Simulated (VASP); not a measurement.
Here is a VASP 6.6.1 calculation.

Contents of INCAR:

```
SYSTEM = Ga
ALGO     = Normal         ! electronic algorithm
EDIFF    = 1E-6           ! SCF threshold, eV
ENCUT    = 520            ! plane-wave cutoff, eV
GGA      = PE             ! functional
ISIF     = 2              ! what is computed and relaxed
ISMEAR   = -1             ! smearing method
LASPH    = .TRUE.         ! aspherical terms in the spheres
LCHARG   = .TRUE.         ! write CHGCAR
LELF     = .TRUE.         ! ELF
LREAL    = .FALSE.        ! projectors in reciprocal space
LVHAR    = .TRUE.       
LWAVE    = .FALSE.        ! write WAVECAR
NBANDS   = 34             ! bands
NELM     = 100            ! most SCF steps
PREC     = Accurate       ! precision mode
SIGMA    = 0.05           ! smearing width, eV
```

Contents of KPOINTS:

```
k-points
0
G
  9 9 8
  0 0 0
```

Contents of POSCAR:

```
Ga
1.0
    2.2744620000     -3.8336767500      0.0078352500
    2.2362380000      3.8111232500     -0.0303887500
   -0.0225835000     -0.0225835000      4.5167000000
Ga
4
Direct
    0.1525000000      0.8475000000      0.0785000000
    0.6525000000      0.3475000000      0.4215000000
    0.8475000000      0.1525000000      0.9215000000
    0.3475000000      0.6525000000      0.5785000000
```

Potentials or basis: VASP PAW PBE potentials, release 64 (Ga_d).

Launch:

```console
$ cat potpaw_PBE.64/Ga_d/POTCAR > POTCAR
$ mpirun -np 1 vasp_std > vasp.out
```

Estimate the band gap on the k mesh.

zero (bands 26 and 27 overlap by 1.29 eV).

What does it give for the pressure?

2.3 GPa.

Forces in eV/Å, atoms in the order of the input:
```
Ga  -0.012 -0.387  0.131
Ga   0.010 -0.449 -0.101
Ga   0.012  0.387 -0.131
Ga  -0.010  0.449  0.101
```

Caveat: the cell differs from its parent crystal (equal xy, yz and zx shear strains of -1 %).
